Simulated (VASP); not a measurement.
A run of VASP 6.6.1 is set up as follows.

File INCAR:

```
  ALGO = Normal
  EDIFF = 1E-7
  ENCUT = 520
  GGA = PE
  ISIF = 2
  ISMEAR = 0
  LASPH = T
  LCHARG = T
  LELF = T
  LREAL = F
  LVHAR = T
  LWAVE = F
  NBANDS = 11
  NELM = 80
  PREC = Accurate
  SIGMA = 0.02
```

KPOINTS

```
k-points
0
Gamma
  12 12 12
```

File POSCAR:

```
BN
1.0
    0.0000000000      1.8123816016      1.8123816016
    1.8123816016      0.0000000000      1.8123816016
    1.8123816016      1.8123816016      0.0000000000
B N
1 1
Direct
    0.5000000000      0.5000000000      0.5000000000
    0.2500000000      0.2500000000      0.2500000000
```

Potentials or basis: VASP PAW PBE potentials, release 64 (B, N).

Command:

```bash
$ cat potpaw_PBE.64/B/POTCAR potpaw_PBE.64/N/POTCAR > POTCAR
$ mpirun -np 1 vasp_std > vasp.out
```

Task: Predict the pressure.

Result: 0.2 GPa.

Task: Predict the band gap on the k mesh.

Result: 4.45 eV, indirect (least direct gap 8.78 eV).

A k mesh can miss the band edges. PBE gaps usually lie below the measured ones, often by a third to a half.
